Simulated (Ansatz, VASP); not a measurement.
**TaN in VASP and in Ansatz**

Contents of INCAR:

```
SYSTEM = TaN
ALGO     = Normal         ! electronic algorithm
EDIFF    = 1E-6           ! SCF threshold, eV
ENCUT    = 520            ! plane-wave cutoff, eV
ISIF     = 2              ! what is computed and relaxed
ISMEAR   = 0              ! smearing method
LASPH    = .TRUE.         ! aspherical terms in the spheres
LCHARG   = .TRUE.         ! write CHGCAR
LELF     = .TRUE.         ! ELF
LREAL    = .FALSE.        ! projectors in reciprocal space
LVHAR    = .TRUE.       
LWAVE    = .FALSE.        ! write WAVECAR
NBANDS   = 15             ! bands
NELM     = 80             ! most SCF steps
PREC     = Accurate       ! precision mode
SIGMA    = 0.15           ! smearing width, eV
```

File KPOINTS:

```
k-points
0
G
  18 18 18
  0 0 0
```

The input POSCAR:

```
TaN
1.0
    0.0000000000      2.2323223663      2.1742693740
    2.2323223663      0.0000000000      2.1742693740
    2.2323223663      2.2323223663      0.0000000000
Ta N
1 1
Direct
    0.4967281469      0.5032718531      0.5032718531
    0.0422670719     -0.0422670719     -0.0422670719
```

Input for Ansatz:

```yaml
crystal:
  lattice:
    - [0.0, 2.2323223663, 2.174269374]
    - [2.2323223663, 0.0, 2.174269374]
    - [2.2323223663, 2.2323223663, 0.0]
  atoms:
    - { symbol: Ta, position: [0.4967281469, 0.5032718531, 0.5032718531] }
    - { symbol: "N", position: [0.0422670719, -0.0422670719, -0.0422670719] }
basis:
  ecutwfc: 520.0
kpoints:
  mp_grid: { grid: [18, 18, 18] }
hamiltonian:
  xc: lda
scf:
  occupations: { method: gaussian, width: 0.15 }
output:
  forces: true
  stress: true
  eigenvalues: true
```

Change from the starting cell: mode 4 frozen in at -0.184 Å, equal normal strain along x and y +0.0267.

Alike in both runs: task single point; functional LDA; k mesh 18 × 18 × 18; occupations gaussian, width 0.15 eV; no spin polarisation.

```csv
,VASP,Ansatz
version,VASP 6.6.1,Ansatz 0.2.0
potentials or method,"VASP PAW LDA potentials, release 64 (Ta_pv, N), cutoff 520 eV","scalar-relativistic, plane waves, PAW"
valence electrons in the cell,16,18
```

|  | VASP | Ansatz | Ansatz less VASP |
| --- | --- | --- | --- |
| gap on the k mesh at the Fermi level (eV) | none | none | - |
| pressure (GPa) | -9.3 | -11.1 | -1.74 |
| traceless stress, the component that is largest in VASP (GPa) | -10.73 | -10.53 | +0.195 |
| rms of the force components (eV/Å) | 0.872 | 0.850 | -0.0222 |

LDA's correlation is that of Perdew and Zunger in VASP and of Perdew and Wang (1992) in Ansatz. Atom by atom the forces differ by 0.022 eV/Å (rms over components). A gap of «none» marks a metal or a gap that the smearing closes. VASP's potentials hold 16 valence electrons a cell and Ansatz's 18, so a difference there can come from the potentials and not from the codes.

Spin-orbit coupling is off throughout.
